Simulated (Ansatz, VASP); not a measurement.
PtS2: VASP beside Ansatz

The input INCAR:

```
SYSTEM = PtS2
ALGO = Normal
EDIFF = 1E-6
ENCUT = 500
GGA = PE
GGA_COMPAT = .FALSE.
ISIF = 2
ISMEAR = 0
LASPH = .TRUE.
LCHARG = .FALSE.
LREAL = .FALSE.
LWAVE = .FALSE.
NBANDS = 18
NELM = 120
PREC = Accurate
SIGMA = 0.1
```

Contents of KPOINTS:

```
k-points
0
G
  6 6 4
  0 0 0
```

POSCAR

```
PtS2
1.0
    3.5505553136      0.0000000000      0.0000000000
   -1.7752776568      3.0748710992      0.0000000000
    0.0000000000      0.0000000000      6.1529996485
Pt S
1 2
Direct
    0.0000000000      0.0000000000      0.0000000000
    0.6666666667      0.3333333333      0.7990307773
    0.3333333333      0.6666666667      0.2009692227
```

Input for Ansatz:

```yaml
crystal:
  lattice:
    - [3.5505553136, 0.0, 0.0]
    - [-1.7752776568, 3.0748710992, 0.0]
    - [0.0, 0.0, 6.1529996485]
  atoms:
    - { symbol: Pt, position: [0.0, 0.0, 0.0] }
    - { symbol: S, position: [0.6666666667, 0.3333333333, 0.7990307773] }
    - { symbol: S, position: [0.3333333333, 0.6666666667, 0.2009692227] }
basis:
  ecutwfc: 420
kpoints:
  mp_grid: { grid: [6, 6, 4] }
hamiltonian:
  xc: pbe
scf:
  occupations: { method: gaussian, width: 0.1 }
output:
  forces: true
  stress: true
  eigenvalues: true
```

Alike in both runs: task single point; functional PBE; k mesh 6 × 6 × 4; occupations gaussian, width 0.1 eV; no spin polarisation.

|  | VASP | Ansatz |
| --- | --- | --- |
| version | VASP 6.6.1 | Ansatz 0.2.0 |
| potentials or method | VASP PAW PBE potentials, release 64 (Pt, S), cutoff 500 eV | scalar-relativistic, plane waves, PAW |
| valence electrons in the cell | 22 | 30 |

|  | VASP | Ansatz | Ansatz less VASP |
| --- | --- | --- | --- |
| gap on the k mesh at the Fermi level (eV) | 1.72 | 1.71 | -0.006 |
| least direct gap on the mesh (eV) | 1.84 | 1.84 | 0.000 |
| pressure (GPa) | 1.0 | 1.4 | +0.39 |
| traceless stress, the component that is largest in VASP (GPa) | -0.74 | -0.84 | -0.098 |
| rms of the force components (eV/Å) | 0.008 | 0.026 | +0.0182 |

Atom by atom the forces differ by 0.018 eV/Å (rms over components). VASP's potentials hold 22 valence electrons a cell and Ansatz's 30, so a difference there can come from the potentials and not from the codes.

Neither program's run includes spin-orbit coupling.
